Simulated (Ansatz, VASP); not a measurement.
# One calculation of AgCl, two programs

```
Ag Cl
1.0
     3.43397    0.00000    0.00000
     0.00000    3.43397    0.00000
     0.00000    0.00000    3.43397
Ag Cl
1 1
Direct
  0.00000 0.00000 0.00000
  0.50000 0.50000 0.50000
```

Alike in both runs: task single point; functional PBE-based screened hybrid; k mesh 4 × 4 × 4; occupations fermi-dirac, width 0.05 eV; no spin polarisation.

|  | VASP | Ansatz |
| --- | --- | --- |
| version | VASP 6.6.1 | Ansatz 0.2.0 |
| potentials or method | VASP PAW PBE potentials, release 64 (Ag, Cl) | Ansatz PAW |
| plane-wave cutoff (eV) | 520 | 420 |
| valence electrons in the cell | 18 | 26 |

|  | VASP | Ansatz | Ansatz less VASP |
| --- | --- | --- | --- |
| gap on the k mesh at the Fermi level (eV) | 2.32 | 2.33 | +0.015 |
| least direct gap on the mesh (eV) | 3.77 | 3.77 | +0.007 |
| pressure (GPa) | -0.4 | -0.3 | +0.16 |

VASP's potentials were made for PBE, not for PBE-based screened hybrid. The functional is the same, so the differences come from potentials, cutoffs and numerics. VASP's potentials hold 18 valence electrons a cell and Ansatz's 26, so a difference there can come from the potentials and not from the codes.

The k mesh is coarse, so the values compare programs but aren't converged.
